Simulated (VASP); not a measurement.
BaTiO3, 5 atoms in the cell. It takes space group R3m (No. 160, trigonal). The conventional cell has a = 5.673 Å, b = 5.673 Å, c = 6.983 Å, α = 90.00°, β = 90.00°, γ = 120.00°. Within 3.7 Å of Ba (site symmetry 3m) lie 12 O at 2.77 to 2.92 Å and 8 Ti at 3.40 to 3.58 Å. Ti (site symmetry 3m) has 6 O at 1.88 to 2.15 Å within 2.5 Å. O (site symmetry m) has 2 Ti at 1.88 to 2.15 Å within 2.5 Å. 

| Item | Value |
| --- | --- |
| Program | VASP 6.6.1 |
| Task | single point |
| Functional | PBE |
| Dispersion | D3(BJ) |
| Potentials or basis | VASP PAW PBE potentials, release 64 (Ba_sv, Ti_sv, O) |
| Cutoff | 520 eV |
| k mesh | 6 × 6 × 6 |
| Occupations | gaussian, width 0.02 eV |
| Spin | no spin polarisation |
| Dipole correction | no |
| Further INCAR settings | ALGO = Normal; EDIFF = 1e-06; NBANDS = 28 |

Potentials or basis: VASP PAW PBE potentials, release 64 (Ba_sv, Ti_sv, O).

Launch:

```bash
$ cat potpaw_PBE.64/Ba_sv/POTCAR potpaw_PBE.64/Ti_sv/POTCAR potpaw_PBE.64/O/POTCAR > POTCAR
$ mpirun -np 1 vasp_std > vasp.out
```

Hardware: 1 thread of AMD EPYC 7R43 64-Core Processor (Zen 3) (shared host).

How long does it take, and how much memory?

Wall time 72 s on 1 thread of AMD EPYC 7R43 64-Core Processor (Zen 3) (shared host), peak memory 0.18 GiB. Counts: scf iterations 15, k points 32.
